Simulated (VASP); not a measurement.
The system is Tl4Br.

```
Tl Br
1.0
    -3.04667    3.04667    3.04667
     3.04667   -3.04667    3.04667
     3.04667    3.04667   -3.04667
Tl Br
4 1
Direct
  0.50000 0.50000 0.50000
  0.00000 0.00000 0.50000
  0.00000 0.50000 0.00000
  0.50000 0.00000 0.00000
  0.00000 0.00000 0.00000
```

The cell was generated, and may not be a known phase.

* Program: VASP 6.6.1
* Task: relaxation of cell and atoms
* Functional: PBE
* Potentials or basis: VASP PAW PBE potentials, release 64 (Tl_d, Br)
* Cutoff: 600 eV
* k mesh: 4 × 4 × 4
* Occupations: gaussian, width 0.1 eV
* Spin: no spin polarisation

At the start: pressure 39.9 GPa; volume 22.62 Å³/atom.

Problem. Where does the relaxation end?

Solution. Over 5 steps the energy falls by 1237.9 meV/atom and the volume is 40.22 Å³/atom (+77.8 %); space group Im-3m (No. 229, to 0.1 Å) before and after.

Step by step:
```
step  energy change (eV)  largest force (eV/Å)  pressure (GPa)  volume (Å³)
   1              0.0000                0.0000           39.92       113.12
   2             -5.9835                0.0000           -1.81       232.76
   3             -6.1481                0.0000            1.18       189.05
   4             -6.1876                0.0000           -0.21       203.49
   5             -6.1894                0.0000           -0.01       201.09
```

Final structure:
```xyz
5
Lattice="-3.6907 3.6907 3.6907 3.6907 -3.6907 3.6907 3.6907 3.6907 -3.6907" Properties=species:S:1:pos:R:3 pbc="T T T"
Tl    1.8453    1.8453    1.8453
Tl    1.8453    1.8453   -1.8453
Tl    1.8453   -1.8453    1.8453
Tl   -1.8453    1.8453    1.8453
Br    0.0000    0.0000    0.0000
```

Caveat: the k points lie up to 0.30 Å⁻¹ apart in the final cell, too coarse for converged energies and pressures of a metal; the volume moved by over 15 % at a fixed basis, so the end points are rough; an odd number of electrons without spin polarisation forces a metal; a magnetic or distorted state may lie lower.
